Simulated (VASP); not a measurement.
# CuMo4 (Pm-3m) in VASP: a series of runs

Runs on CuMo4. Level: PBE. Tasks: single point.

All numbers are computed with VASP 6.6.1; they aren't measurements. Logs are shortened: lines on timing, memory, paths and dates and some standing lists are left out, and cuts for length are marked.

### 1 The cell of the first run

It takes space group Pm-3m (No. 221, cubic). Conventional cell: a = 4.459 Å, b = 4.459 Å, c = 4.459 Å, α = 90.00°, β = 90.00°, γ = 90.00°. Within 2.9 Å of Cu (site symmetry m-3m) lie 6 Mo at 2.23 Å. Mo (site symmetry 4/mmm) has 2 Cu at 2.23 Å within 2.9 Å. Within 4.1 Å of Mo (site symmetry m-3m) lie 12 Mo at 3.15 Å and 8 Cu at 3.86 Å.

The cell was built from a structure type or drawn by symmetry, and may not be a known phase.

### 2 Single point, PBE

The input, INCAR:

```
SYSTEM = CuMo4
PREC     = Accurate       ! precision mode
ENCUT    = 520            ! plane-wave cutoff, eV
EDIFF    = 1E-6           ! SCF threshold, eV
ISMEAR   = 0              ! smearing method
SIGMA    = 0.1            ! smearing width, eV
LREAL    = .FALSE.        ! projectors in reciprocal space
LASPH    = .TRUE.         ! aspherical terms in the spheres
NELM     = 60             ! most SCF steps
ALGO     = Fast           ! electronic algorithm
ISIF     = 2              ! what is computed and relaxed
LWAVE    = .FALSE.        ! write WAVECAR
LCHARG   = .FALSE.        ! write CHGCAR
GGA      = PE             ! functional
NBANDS   = 42             ! bands
```

The input, KPOINTS:

```
Automatic mesh
0
G
  4 4 4
  0 0 0
```

The input, POSCAR:

```
CuMo4
1.0
    4.4592079900      0.0000000000      0.0000000000
    0.0000000000      4.4592079900      0.0000000000
    0.0000000000      0.0000000000      4.4592079900
Cu Mo
1 4
Direct
    0.0000000000      0.0000000000      0.0000000000
    0.5000000000      0.0000000000      0.0000000000
    0.0000000000      0.5000000000      0.0000000000
    0.0000000000      0.0000000000      0.5000000000
    0.5000000000      0.5000000000      0.5000000000
```

Potentials or basis: VASP PAW PBE potentials, release 64 (Cu, Mo_sv).

Started as:

```bash
$ cat potpaw_PBE.64/Cu/POTCAR potpaw_PBE.64/Mo_sv/POTCAR > POTCAR
$ mpirun -np 1 vasp_std > vasp.out
```

OUTCAR:

```text
SYSTEM = CuMo4
   PREC = Accurate
   ENCUT = 520
   EDIFF = 1E-6
   ISMEAR = 0
   LREAL = .FALSE.
   LASPH = .TRUE.
   NELM = 60
   ISIF = 2
   GGA = PE

 ion  position               nearest neighbor table
   1  0.000  0.000  0.000-   2 2.23   3 2.23   4 2.23   4 2.23   3 2.23   2 2.23
   2  0.500  0.000  0.000-   1 2.23   1 2.23   4 3.15   5 3.15   4 3.15   5 3.15   3 3.15   5 3.15
                             5 3.15   3 3.15   3 3.15   4 3.15   4 3.15   3 3.15
   3  0.000  0.500  0.000-   1 2.23   1 2.23   4 3.15   5 3.15   4 3.15   5 3.15   2 3.15   2 3.15
                             4 3.15   4 3.15   2 3.15   5 3.15   5 3.15   2 3.15
   4  0.000  0.000  0.500-   1 2.23   1 2.23   3 3.15   5 3.15   2 3.15   2 3.15   3 3.15   3 3.15
                             5 3.15   3 3.15   2 3.15   5 3.15   2 3.15   5 3.15
   5  0.500  0.500  0.500-   2 3.15   3 3.15   4 3.15   2 3.15   3 3.15   2 3.15   4 3.15   2 3.15
                             3 3.15   4 3.15   3 3.15   4 3.15

  LATTYP: Found a simple cubic cell.
 ALAT       =     4.4592079900

  Lattice vectors:

 A1 = (   4.4592079900,   0.0000000000,   0.0000000000)
 A2 = (   0.0000000000,   4.4592079900,   0.0000000000)
 A3 = (   0.0000000000,   0.0000000000,   4.4592079900)

Analysis of symmetry for initial positions (statically):
=====================================================================
 Subroutine PRICEL returns:
 Original cell was already a primitive cell.

 Routine SETGRP: Setting up the symmetry group for a
 simple cubic supercell.

 Subroutine GETGRP returns: Found 48 space group operations
 (whereof 48 operations were pure point group operations)
 out of a pool of 48 trial point group operations.

The static configuration has the point symmetry O_h .

Analysis of symmetry for dynamics (positions and initial velocities):
=====================================================================
 Subroutine PRICEL returns:
 Original cell was already a primitive cell.

 Routine SETGRP: Setting up the symmetry group for a
 simple cubic supercell.

 Subroutine GETGRP returns: Found 48 space group operations
 (whereof 48 operations were pure point group operations)
 out of a pool of 48 trial point group operations.

The dynamic configuration has the point symmetry O_h .

 Subroutine INISYM returns: Found 48 space group operations
 (whereof 48 operations are pure point group operations),
 and found     1 'primitive' translations

----------------------------------------------------------------------------------------

                                     Primitive cell
[... 86 lines left out ...]
   IBRION =     -1    ionic relax: 0-MD 1-quasi-New 2-CG
   NFREE  =      0    steps in history (QN), initial steepest desc. (CG)
   ISIF   =      2    stress and relaxation
   ISYM   =      2    0-nonsym 1-usesym 2-fastsym
   POTIM  = 0.5000    time-step for ionic-motion
   TEBEG  =    0.0;   TEEND  =   0.0 temperature during run
   PSTRESS=    0.0 pullay stress
   NELECT =      67.0000    total number of electrons
   NUPDOWN=      -1.0000    fix difference up-down
   EMIN   =  10.00;   EMAX   =-10.00  energy-range for DOS
   EFERMI =   0.00;   METHOD = LEGACY
   ISMEAR =     0;   SIGMA  =   0.10  broadening in eV -4-tet -1-fermi 0-gaus
   EFERMI_NEDOS =   21; number of points for ismear=-14 and -15
   IALGO  =     68    algorithm
   IMIX   =      4    mixing-type and parameters
     AMIX     =   0.40;   BMIX     =  1.00
     AMIX_MAG =   1.60;   BMIX_MAG =  1.00
  volume/ion in A,a.u.               =      17.73       119.67
  Fermi-wavevector in a.u.,A,eV,Ry     =   1.491107  2.817783 30.251180  2.223399
  Thomas-Fermi vector in A             =   2.603804
   LORBIT       =      0    0 simple, 1 ext, 2 COOP (PROOUT), +10 PAW based schemes
   GGA     = PE    functional components
   LHFCALC =     F    Hartree Fock is set to
   AEXX    =    0.0000 exact exchange contribution
   IVDW    =     0    specifies the selected vdW correction
   LEPSILON=     F    determine dielectric tensor
   LRPA    =     F    only Hartree local field effects (RPA)
 non-spin polarized calculation
 RMM-DIIS sequential band-by-band and
 Gauss-broadening in eV      SIGMA  =   0.10
  energy-cutoff  :      520.00
  volume of cell :       88.67
 maximum number of plane-waves:      2409
 NGX is ok and might be reduce to    36
   NGX = 17   NGY = 17   NGZ = 17

 number of electron      67.0000020 magnetization

 Free energy of the ion-electron system (eV)
  ---------------------------------------------------
  ext. energy  EPLUGINS =         0.00000000
  ---------------------------------------------------
  free energy    TOTEN  =       -38.89229224 eV

  energy without entropy =      -38.82246908  energy(sigma->0) =      -38.85738066

 E-fermi :   9.0211     XC(G=0): -12.2247

 val. band max:        9.0175710591   @ k =   0.2500   0.2500   0.0000
 cond. band min:       9.0417291276   @ k =   0.2500   0.0000   0.0000
 fundamental gap:      0.0241580685
 Fermi energy:         9.0211073123

 k-point     1 :       0.0000    0.0000    0.0000
  band No.  band energies     occupation
      1     -52.0049      2.00000
      2     -51.9038      2.00000
      3     -51.8566      2.00000
      4     -51.8566      2.00000
      5     -26.2388      2.00000
      6     -26.2388      2.00000
[... 439 lines left out ...]
     41      11.3095      0.00000
     42      11.3194      0.00000

------------------------ aborting loop because EDIFF is reached ----------------------------------------

  FORCE on cell =-STRESS in cart. coord.  units (eV):
  Direction    XX          YY          ZZ          XY          YZ          ZX
  --------------------------------------------------------------------------------------
  -------------------------------------------------------------------------------------
  Total        0.0962629      0.0962629      0.0962629      0.0000000     -0.0000000      0.0000000
  in kB        1.7393877      1.7393877      1.7393877      0.0000000     -0.0000000      0.0000000
  external PRESSURE =       1.7393877 kB  Pullay stress =       0.0000000 kB

 VOLUME and BASIS-vectors are now :
 -----------------------------------------------------------------------------
  energy-cutoff  :      520.00
  volume of cell :       88.67
      direct lattice vectors                 reciprocal lattice vectors
     4.459207990  0.000000000  0.000000000     0.224255070  0.000000000  0.000000000
     0.000000000  4.459207990  0.000000000     0.000000000  0.224255070  0.000000000
     0.000000000  0.000000000  4.459207990     0.000000000  0.000000000  0.224255070

 POSITION                                       TOTAL-FORCE (eV/Angst)
 -----------------------------------------------------------------------------------
      0.00000      0.00000      0.00000         0.000000      0.000000      0.000000
      2.22960      0.00000      0.00000         0.000000      0.000000      0.000000
      0.00000      2.22960      0.00000         0.000000      0.000000      0.000000
      0.00000      0.00000      2.22960         0.000000      0.000000      0.000000
      2.22960      2.22960      2.22960         0.000000      0.000000      0.000000
 -----------------------------------------------------------------------------------
    total drift:                                0.000000      0.000000     -0.000000

  FREE ENERGIE OF THE ION-ELECTRON SYSTEM (eV)
  ---------------------------------------------------
  free  energy   TOTEN  =       -38.8922922448 eV

  energy  without entropy=      -38.8224690763  energy(sigma->0) =      -38.85738066
```

stdout:

```text
POSCAR found type information on POSCAR CuMo
 POSCAR found :  2 types and       5 ions
 scaLAPACK will be used
 LDA part: xc-table for (Slater+PW92), standard interpolation
 POSCAR, INCAR and KPOINTS ok, starting setup
 FFT: planning ... GRIDC
 FFT: planning ... GRID_SOFT
 FFT: planning ... GRID
 WAVECAR not read
 entering main loop
```

Wall time 67 s (1 thread of Intel Xeon Platinum 8488C (Sapphire Rapids), shared host); peak memory 0.21 GiB.

Results:

```yaml
Free_energy: -38.8923 eV
Pressure: 0.2 GPa
Band_gap_on_the_k_mesh: zero (an odd number of electrons rules out a gap without spin polarisation)
```

### 3 Single point, PBE, collinear spin

The input, INCAR:

```
SYSTEM = CuMo4
PREC = Accurate ; ENCUT = 520
EDIFF = 1E-6 ; ISMEAR = 0
SIGMA = 0.1 ; LREAL = .False.
LASPH = .True. ; NELM = 150
ALGO = Normal ; ISIF = 2
LWAVE = .False. ; LCHARG = .False.
ISPIN = 2 ; MAGMOM = 0 1 1 1 1
LORBIT = 11 ; LMAXMIX = 4
GGA = PE ; NBANDS = 46
```

The input, KPOINTS:

```
regular mesh
0
Gamma
  4 4 4
  0 0 0
```

POSCAR is that of step 2.

Potentials or basis: VASP PAW PBE potentials, release 64 (Cu, Mo_sv).

Started as:

```bash
$ cat potpaw_PBE.64/Cu/POTCAR potpaw_PBE.64/Mo_sv/POTCAR > POTCAR
$ mpirun -np 1 vasp_std > vasp.out
```

OUTCAR:

```text
SYSTEM = CuMo4
   PREC = Accurate
   ENCUT = 520
   EDIFF = 1E-6
   ISMEAR = 0
   LREAL = .False.
   LASPH = .True.
   NELM = 150
   ISIF = 2
   ISPIN = 2
   LORBIT = 11
   GGA = PE

 ion  position               nearest neighbor table
   1  0.000  0.000  0.000-   2 2.23   3 2.23   4 2.23   4 2.23   3 2.23   2 2.23
   2  0.500  0.000  0.000-   1 2.23   1 2.23   4 3.15   5 3.15   4 3.15   5 3.15   3 3.15   5 3.15
                             5 3.15   3 3.15   3 3.15   4 3.15   4 3.15   3 3.15
   3  0.000  0.500  0.000-   1 2.23   1 2.23   4 3.15   5 3.15   4 3.15   5 3.15   2 3.15   2 3.15
[... 1185 lines left out ...]
     0.000000000  0.000000000  4.459207990     0.000000000  0.000000000  0.224255070

 POSITION                                       TOTAL-FORCE (eV/Angst)
 -----------------------------------------------------------------------------------
      0.00000      0.00000      0.00000         0.000000      0.000000      0.000000
      2.22960      0.00000      0.00000         0.000000      0.000000      0.000000
      0.00000      2.22960      0.00000         0.000000      0.000000      0.000000
      0.00000      0.00000      2.22960         0.000000      0.000000      0.000000
      2.22960      2.22960      2.22960         0.000000      0.000000      0.000000
 -----------------------------------------------------------------------------------
    total drift:                                0.000000      0.000000     -0.000000

  FREE ENERGIE OF THE ION-ELECTRON SYSTEM (eV)
  ---------------------------------------------------
  free  energy   TOTEN  =       -38.8929323405 eV

  energy  without entropy=      -38.8334897666  energy(sigma->0) =      -38.86321105

 total charge

# of ion       s       p       d       tot
------------------------------------------
    1        0.799   0.826   9.178  10.803
    2        2.326   6.155   3.814  12.295
    3        2.326   6.155   3.814  12.295
    4        2.326   6.155   3.814  12.295
    5        2.289   6.101   3.564  11.954
--------------------------------------------------
tot         10.066  25.391  24.182  59.640

 magnetization (x)

# of ion       s       p       d       tot
------------------------------------------
    1       -0.001   0.002   0.042   0.043
    2        0.001   0.003   0.092   0.097
    3        0.001   0.003   0.092   0.097
    4        0.001   0.003   0.092   0.097
    5        0.003   0.004   0.210   0.217
--------------------------------------------------
tot          0.005   0.017   0.529   0.551
```

OSZICAR:

```text
N       E                     dE             d eps       ncg     rms          rms(c)
DAV:   1     0.920927681734E+03    0.92093E+03   -0.37257E+04  1928   0.174E+03
DAV:   2     0.213099847847E+02   -0.89962E+03   -0.86788E+03  1972   0.533E+02
DAV:   3    -0.407177551944E+02   -0.62028E+02   -0.56189E+02  2208   0.139E+02
[... 11 lines left out ...]
DAV:  15    -0.388928454749E+02   -0.26038E-04   -0.26960E-05  2388   0.649E-02    0.239E-02
DAV:  16    -0.388928656246E+02   -0.20150E-04   -0.83723E-06  2092   0.169E-02    0.215E-02
DAV:  17    -0.388928915478E+02   -0.25923E-04   -0.14642E-05  2264   0.231E-02    0.187E-02
DAV:  18    -0.388929278563E+02   -0.36308E-04   -0.82412E-05  2174   0.733E-02    0.657E-03
DAV:  19    -0.388929319285E+02   -0.40723E-05   -0.11849E-05  2296   0.204E-02    0.289E-03
DAV:  20    -0.388929323405E+02   -0.41193E-06   -0.47310E-07  1052   0.487E-03
   1 F= -.38892932E+02 E0= -.38863211E+02  d E =-.594426E-01  mag=     0.6610
```

Wall time 1.8 min (1 thread of Intel Xeon Platinum 8488C (Sapphire Rapids), shared host); peak memory 0.26 GiB.

What came out:

```
Free energy                                           : -38.8929 eV
Pressure                                              : 0.2 GPa
Net moment                                            : 0.66 μB per cell
Site moments                                          : Cu +0.04; Mo +0.10, +0.22 (each value once) μB
Valence electrons inside the program's atomic spheres : Cu 10.80; Mo 12.29, 11.95 (each value once)
```

Levels at points of the mesh, in eV from the Fermi level:
Spin up:
```csv
k point,band 29,band 30,band 31,band 32,band 33,band 34,band 35,band 36,band 37,band 38
"(0.00, 0.00, 0.00)",0.03,0.03,0.03,1.45,1.45,1.58,1.58,1.58,2.42,2.50
"(0.50, 0.00, 0.00)",-1.58,-0.79,-0.79,-0.52,0.07,0.41,0.41,0.43,0.85,0.88
"(0.50, 0.50, 0.00)",-1.40,-1.36,-1.13,-0.91,-0.91,-0.40,-0.40,0.31,0.40,0.63
"(0.50, 0.50, 0.50)",-1.46,-0.83,-0.83,-0.83,-0.61,-0.61,0.95,0.95,0.95,1.96
```
Spin down:
```csv
k point,band 30,band 31,band 32,band 33,band 34,band 35
"(0.00, 0.00, 0.00)",0.13,0.13,1.59,1.59,1.64,1.64
"(0.50, 0.00, 0.00)",-0.72,-0.72,-0.43,0.14,0.54,0.54
"(0.50, 0.50, 0.00)",-1.27,-0.98,-0.80,-0.80,-0.33,-0.33
"(0.50, 0.50, 0.50)",-0.74,-0.74,-0.74,-0.46,-0.46,1.01
```
